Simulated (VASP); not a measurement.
Here is a VASP 6.6.1 calculation.

INCAR

```
SYSTEM = HfC
ALGO = Normal
EDIFF = 1E-6
ENCUT = 600
GGA = PS
GGA_COMPAT = .False.
ISIF = 2
ISMEAR = 0
LASPH = .True.
LCHARG = .False.
LREAL = .False.
LWAVE = .False.
NBANDS = 14
NELM = 120
PREC = Accurate
SIGMA = 0.02
```

Contents of KPOINTS:

```
k-points
0
Gamma
  10 10 10
  0 0 0
```

Contents of POSCAR:

```
HfC
1.0
    0.0000000000      2.3250000000      2.3250000000
    2.3250000000      0.0000000000      2.3250000000
    2.3250000000      2.3250000000      0.0000000000
Hf C
1 1
Direct
    0.5000000000      0.5000000000      0.5000000000
    0.0000000000      0.0000000000      0.0000000000
```

Potentials or basis: VASP PAW PBE potentials, release 64 (Hf_pv, C).

The run is started by

```sh
$ cat potpaw_PBE.64/Hf_pv/POTCAR potpaw_PBE.64/C/POTCAR > POTCAR
$ mpirun -np 1 vasp_std > vasp.out
```

**Question.** Predict the band gap on the k mesh.

**Answer.** Zero (band 7 reaches 6.83 eV, above the bottom of band 8 at 5.41 eV).

**Question.** Predict the pressure.

**Answer.** -7.1 GPa.

Caveat: the PAW data sets were made with another functional, which shifts forces and pressure a little; spin-orbit coupling is left out, which moves the levels of the heavy elements.
